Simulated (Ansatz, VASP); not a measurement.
Two plane-wave programs on Tl

```
Tl
1.0
     0.00000    3.38188    3.38188
     3.38188    0.00000    3.38188
     3.38188    3.38188    0.00000
Tl
2
Direct
  0.12500 0.12500 0.12500
  0.87500 0.87500 0.87500
```

Alike in both runs: task single point; functional r2SCAN; k mesh 9 × 9 × 9; occupations fermi-dirac, width 0.1 eV; no spin polarisation.

|  | VASP | Ansatz |
| --- | --- | --- |
| version | VASP 6.6.1 | Ansatz 0.2.0 |
| potentials or method | VASP PAW PBE potentials, release 64 (Tl_d), cutoff 550 eV | plane waves (500 eV) with PAW, scalar-relativistic |
| valence electrons in the cell | 26 | 26 |

```csv
,VASP,Ansatz,Ansatz less VASP
pressure (GPa),1.9,1.9,0.00
```

VASP's potentials were made for PBE, not for r2SCAN.

Neither program's run includes spin-orbit coupling.
